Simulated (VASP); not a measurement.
# SnP2 (P6/mmm) in VASP: further runs, part 2 of 2

VASP 6.6.1. The steps go on from the part before.

**3. Single point, r2SCAN**

This run uses another cell than the first one, of 19.92 Å³/atom, 1.059 times its volume.

POSCAR reads:

```
SnP2
1.0
    4.2327040419      0.0000000000      0.0000000000
   -2.1163520209      3.6656292270      0.0000000000
    0.0000000000      0.0000000000      3.8516072651
Sn P
1 2
Direct
    0.0000000000      0.0000000000      0.0000000000
    0.3333333333      0.6666666667      0.5000000000
    0.6666666667      0.3333333333      0.5000000000
```

INCAR.step1 reads:

```
  PREC = Accurate
  ENCUT = 520
  ISMEAR = 0
  SIGMA = 0.1
  LREAL = F
  LASPH = T
  NELM = 100
  NBANDS = 19
  GGA = PE
  ALGO = Normal
  EDIFF = 1E-4
  LWAVE = T
  LCHARG = F
```

INCAR.step2 reads:

```
  PREC = Accurate
  ENCUT = 520
  EDIFF = 1E-7
  ISMEAR = 0
  SIGMA = 0.1
  LREAL = F
  LASPH = T
  NELM = 100
  ALGO = Normal
  ISIF = 2
  LWAVE = F
  LCHARG = F
  METAGGA = R2SCAN
  LMIXTAU = T
  NBANDS = 19
  ISTART = 1
```

KPOINTS reads:

```
Automatic mesh
0
Gamma
  6 6 4
```

Potentials or basis: VASP PAW PBE potentials, release 64 (Sn_d, P).

The run is started by

```
$ cat potpaw_PBE.64/Sn_d/POTCAR potpaw_PBE.64/P/POTCAR > POTCAR
$ cp INCAR.step1 INCAR
$ mpirun -np 1 vasp_std > vasp.out
$ cp INCAR.step2 INCAR
$ mpirun -np 1 vasp_std > vasp.out
```

OUTCAR:

```text
PREC = Accurate
   ENCUT = 520
   EDIFF = 1E-7
   ISMEAR = 0
   LREAL = F
   LASPH = T
   NELM = 100
   ISIF = 2
   METAGGA = R2SCAN
   ISTART = 1

 ion  position               nearest neighbor table
   1  0.000  0.000  0.000-   2 3.11   3 3.11   2 3.11   3 3.11   2 3.11   2 3.11   3 3.11   3 3.11
                             3 3.11   3 3.11   2 3.11   2 3.11
   2  0.333  0.667  0.500-   3 2.44   3 2.44   3 2.44   1 3.11   1 3.11   1 3.11   1 3.11   1 3.11
                             1 3.11
   3  0.667  0.333  0.500-   2 2.44   2 2.44   2 2.44   1 3.11   1 3.11   1 3.11   1 3.11   1 3.11
                             1 3.11

  LATTYP: Found a hexagonal cell.
 ALAT       =     4.2327040419
 C/A-ratio  =     0.9099637553

  Lattice vectors:

 A1 = (   4.2327040419,   0.0000000000,   0.0000000000)
 A2 = (  -2.1163520209,   3.6656292270,   0.0000000000)
 A3 = (   0.0000000000,   0.0000000000,   3.8516072651)

Analysis of symmetry for initial positions (statically):
=====================================================================
 Subroutine PRICEL returns:
 Original cell was already a primitive cell.

 Routine SETGRP: Setting up the symmetry group for a
 hexagonal supercell.

 Subroutine GETGRP returns: Found 24 space group operations
 (whereof 24 operations were pure point group operations)
 out of a pool of 24 trial point group operations.

The static configuration has the point symmetry D_6h.

Analysis of symmetry for dynamics (positions and initial velocities):
=====================================================================
 Subroutine PRICEL returns:
 Original cell was already a primitive cell.

 Routine SETGRP: Setting up the symmetry group for a
 hexagonal supercell.

 Subroutine GETGRP returns: Found 24 space group operations
 (whereof 24 operations were pure point group operations)
 out of a pool of 24 trial point group operations.

The dynamic configuration has the point symmetry D_6h.

 Subroutine INISYM returns: Found 24 space group operations
 (whereof 24 operations are pure point group operations),
 and found     1 'primitive' translations

----------------------------------------------------------------------------------------

                                     Primitive cell

  volume of cell :      59.7597

  direct lattice vectors                    reciprocal lattice vectors
     4.232704042  0.000000000  0.000000000     0.236255592  0.136402230  0.000000000
    -2.116352021  3.665629227  0.000000000     0.000000000  0.272804460  0.000000000
     0.000000000  0.000000000  3.851607265     0.000000000  0.000000000  0.259631871

  length of vectors
     4.232704042  4.232704042  3.851607265     0.272804459  0.272804460  0.259631871

  position of ions in fractional coordinates (direct lattice)
     0.000000000  0.000000000  0.000000000
     0.333333333  0.666666667  0.500000000
     0.666666667  0.333333333  0.500000000

  ion indices of the primitive-cell ions
   primitive index   ion index
                 1           1
                 2           2
                 3           3

----------------------------------------------------------------------------------------

 KPOINTS: Automatic mesh

Automatic generation of k-mesh.
 Grid dimensions read from file:
 generate k-points for:    6    6    4

 Generating k-lattice:

  Cartesian coordinates                     Fractional coordinates (reciprocal lattice)
     0.039375932  0.022733705  0.000000000     0.166666667  0.000000000  0.000000000
     0.000000000  0.045467410  0.000000000     0.000000000  0.166666667  0.000000000
     0.000000000  0.000000000  0.064907968     0.000000000  0.000000000  0.250000000

  Length of vectors
     0.045467410  0.045467410  0.064907968

  Shift w.r.t. Gamma in fractional coordinates (k-lattice)
     0.000000000  0.000000000  0.000000000

 Subroutine IBZKPT returns following result:
 ===========================================

 Found     21 irreducible k-points:

 Following reciprocal coordinates:
            Coordinates               Weight
  0.000000  0.000000  0.000000      1.000000
  0.166667  0.000000  0.000000      6.000000
  0.333333  0.000000  0.000000      6.000000
  0.500000 -0.000000  0.000000      3.000000
  0.166667  0.166667  0.000000      6.000000
  0.333333  0.166667  0.000000     12.000000
[... 13 lines left out ...]
  0.333333  0.166667  0.500000     12.000000
  0.333333  0.333333  0.500000      2.000000
   k-points           NKPTS =     21   k-points in BZ     NKDIM =     21   number of bands    NBANDS=     19
   number of dos      NEDOS =    301   number of ions     NIONS =      3
   total plane-waves  NPLWV =  30720
   dimension x,y,z NGX =    32 NGY =   32 NGZ =   30
   dimension x,y,z NGXF=    64 NGYF=   64 NGZF=   60
   ions per type =               1   2
   NGX,Y,Z   is equivalent  to a cutoff of  12.57, 12.57, 12.95 a.u.
   NGXF,Y,Z  is equivalent  to a cutoff of  25.14, 25.14, 25.90 a.u.
 SYSTEM =  unknown system
   PREC   = accura    normal or accurate (medium, high low for compatibility)
   ISTART =      1    job   : 0-new  1-cont  2-samecut
   ICHARG =      0    charge: 1-file 2-atom 10-const
   ISPIN  =      1    spin polarized calculation?
   LNONCOLLINEAR =      F non collinear calculations
   LSORBIT =      F    spin-orbit coupling
   LASPH  =      T    aspherical Exc in radial PAW
   ENCUT  =  520.0 eV  38.22 Ry    6.18 a.u.   7.87  7.87  7.16*2*pi/ulx,y,z
   NELM   =    100;   NELMIN=  2; NELMDL=  0     # of ELM steps
   EDIFF  = 0.1E-06   stopping-criterion for ELM
   LREAL  =      F    real-space projection
   EDIFFG = 0.1E-05   stopping-criterion for IOM
   NSW    =      0    number of steps for IOM
   IBRION =     -1    ionic relax: 0-MD 1-quasi-New 2-CG
   NFREE  =      0    steps in history (QN), initial steepest desc. (CG)
   ISIF   =      2    stress and relaxation
   ISYM   =      2    0-nonsym 1-usesym 2-fastsym
   POTIM  = 0.5000    time-step for ionic-motion
   TEBEG  =    0.0;   TEEND  =   0.0 temperature during run
   PSTRESS=    0.0 pullay stress
   NELECT =      24.0000    total number of electrons
   NUPDOWN=      -1.0000    fix difference up-down
   EMIN   =  10.00;   EMAX   =-10.00  energy-range for DOS
   EFERMI =   0.00;   METHOD = LEGACY
   ISMEAR =     0;   SIGMA  =   0.10  broadening in eV -4-tet -1-fermi 0-gaus
   EFERMI_NEDOS =   21; number of points for ismear=-14 and -15
   IALGO  =     38    algorithm
   IMIX   =      4    mixing-type and parameters
     AMIX     =   0.40;   BMIX     =  1.00
     AMIX_MAG =   1.60;   BMIX_MAG =  1.00
  volume/ion in A,a.u.               =      19.92       134.43
  Fermi-wavevector in a.u.,A,eV,Ry     =   1.207839  2.282485 19.849205  1.458875
  Thomas-Fermi vector in A             =   2.343465
   LORBIT       =      0    0 simple, 1 ext, 2 COOP (PROOUT), +10 PAW based schemes
   METAGGA = R2SCAN    functional components
   LHFCALC =     F    Hartree Fock is set to
   AEXX    =    0.0000 exact exchange contribution
   IVDW    =     0    specifies the selected vdW correction
   LEPSILON=     F    determine dielectric tensor
   LRPA    =     F    only Hartree local field effects (RPA)
 non-spin polarized calculation
 Gauss-broadening in eV      SIGMA  =   0.10
  energy-cutoff  :      520.00
  volume of cell :       59.76
 maximum number of plane-waves:      1628
 NGX is ok and might be reduce to    32
   NGX = 15   NGY = 15   NGZ = 15

 number of electron      24.0000000 magnetization

 Free energy of the ion-electron system (eV)
  ---------------------------------------------------
  ext. energy  EPLUGINS =         0.00000000
  ---------------------------------------------------
  free energy    TOTEN  =       -41.03352062 eV

  energy without entropy =      -41.02398128  energy(sigma->0) =      -41.02875095

 E-fermi :   8.2684     XC(G=0): -11.2784

 val. band max:        8.2654550966   @ k =   0.5000  -0.0000   0.0000
 cond. band min:       8.2889748645   @ k =   0.1667   0.1667   0.0000
 fundamental gap:      0.0235197679
 Fermi energy:         8.2684043482

 k-point     1 :       0.0000    0.0000    0.0000
  band No.  band energies     occupation
      1     -14.3315      2.00000
      2     -14.3059      2.00000
      3     -14.3059      2.00000
      4     -14.3025      2.00000
      5     -14.3025      2.00000
      6      -6.9559      2.00000
[... 439 lines left out ...]
      6      -3.2861      2.00000
[... 11 lines left out ...]
     18      16.4432      0.00000
     19      19.7195      0.00000

------------------------ aborting loop because EDIFF is reached ----------------------------------------

  FORCE on cell =-STRESS in cart. coord.  units (eV):
  Direction    XX          YY          ZZ          XY          YZ          ZX
  --------------------------------------------------------------------------------------
  -------------------------------------------------------------------------------------
  Total       -0.0409000     -0.0409000     -0.0718057     -0.0000000      0.0000000     -0.0000000
  in kB       -1.0965413     -1.0965413     -1.9251354     -0.0000000      0.0000000     -0.0000000
  external PRESSURE =      -1.3727393 kB  Pullay stress =       0.0000000 kB

 VOLUME and BASIS-vectors are now :
 -----------------------------------------------------------------------------
  energy-cutoff  :      520.00
  volume of cell :       59.76
      direct lattice vectors                 reciprocal lattice vectors
     4.232704042  0.000000000  0.000000000     0.236255592  0.136402230  0.000000000
    -2.116352021  3.665629227  0.000000000     0.000000000  0.272804460  0.000000000
     0.000000000  0.000000000  3.851607265     0.000000000  0.000000000  0.259631871

 POSITION                                       TOTAL-FORCE (eV/Angst)
 -----------------------------------------------------------------------------------
      0.00000      0.00000      0.00000         0.000000      0.000000     -0.000000
     -0.00000      2.44375      1.92580        -0.000000      0.000000      0.000000
      2.11635      1.22188      1.92580         0.000000      0.000000     -0.000000
 -----------------------------------------------------------------------------------
    total drift:                                0.000000     -0.000000      0.000000

  FREE ENERGIE OF THE ION-ELECTRON SYSTEM (eV)
  ---------------------------------------------------
  free  energy   TOTEN  =       -41.0335206247 eV

  energy  without entropy=      -41.0239812807  energy(sigma->0) =      -41.02875095
```

Wall time 40 s (1 thread of Intel Xeon Platinum 8488C (Sapphire Rapids), shared host); peak memory 0.18 GiB.

What came out:

| Property | Result |
| --- | --- |
| Free energy | -41.0335 eV |
| Pressure | -0.1 GPa |
| Band gap on the k mesh | zero (band 12 reaches 9.12 eV, above the bottom of band 13 at 6.20 eV) |

Levels at points of the mesh, in eV from the Fermi level:
| k point | band 8 | band 9 | band 10 | band 11 | band 12 | band 13 | band 14 | band 15 | band 16 | band 17 |
| --- | --- | --- | --- | --- | --- | --- | --- | --- | --- | --- |
| (0.00, 0.00, 0.00) | -5.19 | -4.72 | -4.72 | -4.27 | -2.06 | -2.06 | 2.47 | 3.11 | 6.42 | 7.01 |
| (0.50, 0.00, 0.00) | -6.78 | -6.35 | -2.00 | -1.13 | 0.00 | 0.90 | 3.31 | 3.34 | 3.59 | 4.22 |
| (0.00, 0.00, 0.50) | -5.71 | -4.46 | -4.46 | -0.15 | -0.15 | 0.46 | 0.52 | 1.19 | 1.89 | 1.89 |
| (0.50, 0.00, 0.50) | -7.23 | -5.87 | -5.50 | -4.00 | -1.19 | 0.03 | 3.99 | 4.10 | 4.46 | 6.64 |

Caveat: the k points lie up to 0.41 Å⁻¹ apart; the PAW data sets were made with another functional, which shifts forces and pressure a little; spin-orbit coupling is left out, which moves the levels of the heavy elements.

**4. Relaxation of cell and atoms, r2SCAN**

POSCAR reads:

```
SnP2
1.0
    3.9224456630      0.0000000000      0.0000000000
   -1.9612228315      3.3969375891      0.0000000000
    0.0000000000      0.0000000000      4.2351988056
Sn P
1 2
Direct
    0.0000000000      0.0000000000      0.0000000000
    0.3333333333      0.6666666667      0.5000000000
    0.6666666667      0.3333333333      0.5000000000
```

INCAR.step1 reads:

```
  ALGO = Normal
  EDIFF = 1E-4
  ENCUT = 600
  GGA = PE
  ISMEAR = 0
  LASPH = T
  LCHARG = F
  LREAL = F
  LWAVE = T
  NELM = 60
  PREC = Accurate
  SIGMA = 0.1
```

INCAR.step2 reads:

```
  ALGO = Normal
  EDIFF = 1E-7
  EDIFFG = -0.04
  ENCUT = 600
  IBRION = 2
  ISIF = 3
  ISMEAR = 0
  ISTART = 1
  LASPH = T
  LCHARG = F
  LMIXTAU = T
  LREAL = F
  LWAVE = F
  METAGGA = R2SCAN
  NELM = 60
  NSW = 90
  PREC = Accurate
  SIGMA = 0.1
```

KPOINTS reads:

```
k-points
0
Gamma
  6 6 4
```

The run is started by

```
$ cat potpaw_PBE.64/Sn_d/POTCAR potpaw_PBE.64/P/POTCAR > POTCAR
$ cp INCAR.step1 INCAR
$ mpirun -np 1 vasp_std > vasp.out
$ cp INCAR.step2 INCAR
$ mpirun -np 1 vasp_std > vasp.out
```

Run time: 6.5 min. Hardware: 1 thread of Intel Xeon Platinum 8488C (Sapphire Rapids), shared host; peak memory 0.22 GiB.

The run converged. Its results:

| Quantity | Value |
| --- | --- |
| Free energy | -41.0330 eV |
| Relaxed volume | 19.96 Å³/atom |
| Relaxed cell | a = 4.240 Å, b = 4.240 Å, c = 3.848 Å, α = 90.00°, β = 90.00°, γ = 120.00° |
| Space group after relaxing (to 0.05 Å) | P6/mmm (No. 191) |
| Energy gained by relaxing | 93.8 meV/atom |
| Ionic steps | 10 |
| Pressure after relaxing | -0.3 GPa |
| Band gap on the k mesh | zero (band 12 reaches 9.07 eV, above the bottom of band 13 at 6.17 eV) |

Stress tensor (GPa, compression positive):
```
-0.32  0.00  0.00
 0.00 -0.32  0.00
 0.00  0.00 -0.15
```

Step by step:
| step | energy change (eV) | largest force (eV/Å) | pressure (GPa) | volume (Å³) |
| --- | --- | --- | --- | --- |
| 1 | 0.0000 | 0.0000 | 8.35 | 56.43 |
| 2 | -0.2052 | 0.0000 | -2.62 | 64.75 |
| 3 | -0.2179 | 0.0000 | -0.89 | 62.96 |
| 4 | -0.2363 | 0.0000 | -0.68 | 62.24 |
| 5 | -0.2656 | 0.0000 | -0.54 | 60.91 |
| 6 | -0.2729 | 0.0000 | 1.29 | 58.12 |
| 7 | -0.2799 | 0.0000 | 0.20 | 59.52 |
| 8 | -0.2804 | 0.0000 | 0.35 | 59.32 |
| 9 | -0.2805 | 0.0000 | 0.51 | 59.11 |
| 10 | -0.2815 | 0.0000 | -0.26 | 59.89 |

Final structure:
```xyz
3
Lattice="4.2396 0.0000 0.0000 -2.1198 3.6716 0.0000 0.0000 0.0000 3.8477" Properties=species:S:1:pos:R:3 pbc="T T T"
Sn    0.0000    0.0000    0.0000
P     0.0000    2.4477    1.9239
P     2.1198    1.2239    1.9239
```

Levels at points of the mesh, in eV from the Fermi level:
| k point | band 10 | band 11 | band 12 | band 13 | band 14 | band 15 |
| --- | --- | --- | --- | --- | --- | --- |
| (0.00, 0.00, 0.00) | -4.71 | -4.23 | -2.07 | -2.07 | 2.47 | 3.11 |
| (0.50, 0.00, 0.00) | -1.98 | -1.11 | 0.00 | 0.92 | 3.31 | 3.34 |
| (0.00, 0.00, 0.50) | -4.45 | -0.15 | -0.15 | 0.44 | 0.50 | 1.16 |
| (0.50, 0.00, 0.50) | -5.48 | -4.00 | -1.20 | 0.03 | 3.96 | 4.06 |

Caveat: the k points lie up to 0.41 Å⁻¹ apart in the final cell; the PAW data sets were made with another functional, which shifts forces and pressure a little; spin-orbit coupling is left out, which moves the levels of the heavy elements.

**5. Single point, r2SCAN**

This run uses another cell than the first one, of 19.84 Å³/atom, 1.055 times its volume.

POSCAR reads:

```
SnP2
1.0
    4.2450900445      0.0000000000      0.0000000000
   -2.1225450222      3.6763558199      0.0000000000
    0.0000000000      0.0000000000      3.8135415024
Sn P
1 2
Direct
    0.0000000000      0.0000000000      0.0000000000
    0.3333333333      0.6666666667      0.5000000000
    0.6666666667      0.3333333333      0.5000000000
```

INCAR.step1 reads:

```
SYSTEM = SnP2
ALGO     = Normal         ! electronic algorithm
EDIFF    = 1E-4           ! SCF threshold, eV
ENCUT    = 520            ! plane-wave cutoff, eV
GGA      = PE             ! functional
ISMEAR   = 0              ! smearing method
LASPH    = .TRUE.         ! aspherical terms in the spheres
LCHARG   = .FALSE.        ! write CHGCAR
LREAL    = .FALSE.        ! projectors in reciprocal space
LWAVE    = .TRUE.         ! write WAVECAR
NBANDS   = 19             ! bands
NELM     = 100            ! most SCF steps
PREC     = Accurate       ! precision mode
SIGMA    = 0.1            ! smearing width, eV
```

INCAR.step2 reads:

```
SYSTEM = SnP2
ALGO     = Normal         ! electronic algorithm
EDIFF    = 1E-6           ! SCF threshold, eV
ENCUT    = 520            ! plane-wave cutoff, eV
ISIF     = 2              ! what is computed and relaxed
ISMEAR   = 0              ! smearing method
ISTART   = 1            
LASPH    = .TRUE.         ! aspherical terms in the spheres
LCHARG   = .TRUE.         ! write CHGCAR
LELF     = .TRUE.         ! ELF
LMIXTAU  = .TRUE.       
LREAL    = .FALSE.        ! projectors in reciprocal space
LVHAR    = .TRUE.       
LWAVE    = .FALSE.        ! write WAVECAR
METAGGA  = R2SCAN         ! meta-GGA
NBANDS   = 19             ! bands
NELM     = 100            ! most SCF steps
PREC     = Accurate       ! precision mode
SIGMA    = 0.1            ! smearing width, eV
```

KPOINTS reads:

```
k-points
0
G
  12 12 12
  0 0 0
```

The run is started by

```
$ cat potpaw_PBE.64/Sn_d/POTCAR potpaw_PBE.64/P/POTCAR > POTCAR
$ cp INCAR.step1 INCAR
$ mpirun -np 1 vasp_std > vasp.out
$ cp INCAR.step2 INCAR
$ mpirun -np 1 vasp_std > vasp.out
```

Wall time 2.7 min (1 thread of Intel Xeon Platinum 8488C (Sapphire Rapids), shared host); peak memory 0.27 GiB.

It converged, with:

```
Free energy            : -41.0055 eV
Pressure               : 0.0 GPa
Band gap on the k mesh : zero (band 12 reaches 9.12 eV, above the bottom of band 13 at 6.18 eV)
```

Stress tensor (GPa, compression positive):
```
-0.02  0.00  0.00
 0.00 -0.02  0.00
 0.00  0.00  0.07
```

Levels at points of the mesh, in eV from the Fermi level:
```csv
k point,band 9,band 10,band 11,band 12,band 13,band 14,band 15,band 16
"(0.00, 0.00, 0.00)",-4.59,-4.59,-4.02,-2.00,-2.00,2.62,3.22,6.63
"(0.50, 0.00, 0.00)",-6.24,-1.78,-0.91,0.21,1.16,3.50,3.53,3.61
"(0.00, 0.00, 0.50)",-4.32,-4.32,-0.03,-0.03,0.50,0.66,1.24,1.99
"(0.50, 0.00, 0.50)",-5.76,-5.35,-3.90,-1.11,0.14,4.07,4.16,4.53
```

Caveat: the PAW data sets were made with another functional, which shifts forces and pressure a little; spin-orbit coupling is left out, which moves the levels of the heavy elements.

**6. Summary**

```tsv
task	cell	k mesh	cutoff (eV)	gap on the mesh (eV)	pressure (GPa)
single point	a = 3.922, b = 3.922, c = 4.235 Å, angles 90.0, 90.0, 120.0°, 3 atoms	6 × 6 × 4	520	none	8.3
single point	a = 4.233, b = 4.233, c = 3.852 Å, angles 90.0, 90.0, 120.0°, 3 atoms	6 × 6 × 4	520	none	-0.1
relaxation of cell and atoms	relaxed from a = 3.922, b = 3.922, c = 4.235 Å, angles 90.0, 90.0, 120.0°, 3 atoms	6 × 6 × 4	600	none	-0.3
single point	a = 4.245, b = 4.245, c = 3.814 Å, angles 90.0, 90.0, 120.0°, 3 atoms	12 × 12 × 12	520	none	0.0
```

Alike in all rows: level r2SCAN; potentials or basis VASP PAW PBE potentials, release 64 (Sn_d, P); no spin polarisation; smearing gaussian 0.1 eV.

Caveats: some runs use coarse meshes; the PAW data sets were made with another functional, which shifts forces and pressure a little; spin-orbit coupling is left out, which moves the levels of the heavy elements.

Total energies depend on the potentials used, so only differences within one code and one set of settings carry meaning.
